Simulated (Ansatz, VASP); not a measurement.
Se: VASP beside Ansatz

INCAR

```
SYSTEM = Se
PREC = Accurate ; ENCUT = 520
EDIFF = 1E-6 ; ISMEAR = -1
SIGMA = 0.1 ; LREAL = .False.
LASPH = .True. ; NELM = 80
ALGO = Normal ; ISIF = 2
LWAVE = .False. ; LCHARG = .False.
GGA = PE ; NBANDS = 9
```

File KPOINTS:

```
regular mesh
0
Gamma
  14 14 14
  0 0 0
```

The input POSCAR:

```
Se
1.0
   -1.7857260596      1.7857260596      1.7857260596
    1.7857260596     -1.7857260596      1.7857260596
    1.7857260596      1.7857260596     -1.7857260596
Se
1
Direct
    0.0000000000      0.0000000000      0.0000000000
```

Input for Ansatz:

```yaml
crystal:
  lattice:
    - [-1.7857260596, 1.7857260596, 1.7857260596]
    - [1.7857260596, -1.7857260596, 1.7857260596]
    - [1.7857260596, 1.7857260596, -1.7857260596]
  atoms:
    - { symbol: Se, position: [0.0, 0.0, 0.0] }
hamiltonian:
  xc: pbe
  pseudopotentials:
    kind: paw
    azcp:
      Se: "pseudopotentials/Se.paw.azcp"
basis:
  ecutwfc: 420
  fft_grid_basis: typed
kpoints:
  mp_grid: { grid: [14, 14, 14], shift: [0, 0, 0] }
magnetization:
  spin_polarized: false
scf:
  occupations: { method: fermi_dirac, width: 0.1 }
  lower_state_search: "off"
output:
  stress: true
```

Alike in both runs: task single point; functional PBE; k mesh 14 × 14 × 14; occupations fermi-dirac, width 0.1 eV; no spin polarisation.

|  | VASP | Ansatz |
| --- | --- | --- |
| version | VASP 6.6.1 | Ansatz 0.2.0 |
| potentials or method | VASP PAW PBE potentials, release 64 (Se), cutoff 520 eV | plane waves (420 eV) with PAW, scalar-relativistic |
| valence electrons in the cell | 6 | 16 |

|  | VASP | Ansatz | Ansatz less VASP |
| --- | --- | --- | --- |
| pressure (GPa) | -6.1 | -6.1 | +0.03 |

The functional is the same, so the differences come from potentials, cutoffs and numerics. VASP's potentials hold 6 valence electrons a cell and Ansatz's 16, so a difference there can come from the potentials and not from the codes.
